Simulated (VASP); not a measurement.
Here is a VASP 6.6.1 calculation.

File POSCAR:

```
SiNi2
1.0
    3.7534591383      0.0000000000      0.0000000000
   -1.8767295691      3.2505909658      0.0000000000
    0.0000000000      0.0000000000      4.7790068355
Si Ni
2 4
Direct
    0.3333333333      0.6666666667      0.7500000000
    0.6666666667      0.3333333333      0.2500000000
    0.0000000000      0.0000000000      0.0000000000
    0.0000000000      0.0000000000      0.5000000000
    0.3333333333      0.6666666667      0.2500000000
    0.6666666667      0.3333333333      0.7500000000
```

The input INCAR.step1:

```
SYSTEM = SiNi2
ALGO = Normal
EDIFF = 1E-4
ENCUT = 520
GGA = PE
ISMEAR = 0
LASPH = .TRUE.
LCHARG = .FALSE.
LREAL = .FALSE.
LWAVE = .TRUE.
NBANDS = 33
NELM = 80
PREC = Accurate
SIGMA = 0.15
```

INCAR.step2

```
SYSTEM = SiNi2
ALGO = Normal
EDIFF = 1E-6
ENCUT = 520
ISIF = 2
ISMEAR = 0
ISTART = 1
LASPH = .TRUE.
LCHARG = .FALSE.
LMIXTAU = .TRUE.
LREAL = .FALSE.
LWAVE = .FALSE.
METAGGA = R2SCAN
NBANDS = 33
NELM = 80
PREC = Accurate
SIGMA = 0.15
```

KPOINTS

```
k-points
0
G
  12 12 10
  0 0 0
```

Potentials or basis: VASP PAW PBE potentials, release 64 (Si, Ni).

Run with:

```bash
$ cat potpaw_PBE.64/Si/POTCAR potpaw_PBE.64/Ni/POTCAR > POTCAR
$ cp INCAR.step1 INCAR
$ mpirun -np 1 vasp_std > vasp.out
$ cp INCAR.step2 INCAR
$ mpirun -np 1 vasp_std > vasp.out
```

**Question.** Estimate the band gap on the k mesh.

**Answer.** Zero (bands 24 and 25 overlap by 4.10 eV).

**Question.** Predict the pressure.

**Answer.** 26.2 GPa.

Stress tensor (GPa, compression positive):
```
27.66  0.00  0.00
 0.00 27.66  0.00
 0.00  0.00 23.36
```

Caveat: the cell differs from its parent crystal (strain -0.030 along x and y, -0.030 along z); the cell stands under pressure; the PAW data sets were made with another functional, which shifts forces and pressure a little. Spin polarisation is off, so any magnetic state and its effect on volume and gap are missing.
